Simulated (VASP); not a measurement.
Runs of VASP 6.6.1 on Bi3O. The structure is that of space group P4/mmm (No. 123), or close to it. The cells are those of the table. 

| task | cell | k mesh | cutoff (eV) | gap on the mesh (eV) | pressure (GPa) | largest force (eV/Å) |
| --- | --- | --- | --- | --- | --- | --- |
| single point | a = 3.150, b = 3.150, c = 10.368 Å, 4 atoms | 6 × 6 × 2 | 520 | none | (a) | 2.52 |
| relaxation of cell and atoms | relaxed from a = 3.150, b = 3.150, c = 10.368 Å, 4 atoms | 6 × 6 × 2 | 600 | - | 0.1 | 0.03 |
| single point | a = 3.265, b = 3.265, c = 9.211 Å, 4 atoms | 6 × 6 × 2 | 520 | none | -0.1 | 0.01 |
| single point | a = 3.338, b = 3.338, c = 8.735 Å, 4 atoms | 14 × 14 × 6 | 520 | none | -0.1 | 0.01 |

Alike in all rows: level PBE; potentials or basis VASP PAW PBE potentials, release 64 (Bi_d, O); no spin polarisation; smearing gaussian 0.1 eV.

Question: Fill in the values left out.

Answer: (a) 8.4.

Caveats: spin-orbit coupling is left out, which moves the levels of the heavy elements; an odd number of electrons without spin polarisation forces a metal (some runs); a magnetic or distorted state may lie lower (some runs); the bands computed are all filled at some k points, so no gap is given (some runs).

A k mesh can miss the band edges, and the runs leave out spin-orbit coupling on Bi.

A gap of «none» marks levels without a gap at the run's occupations.
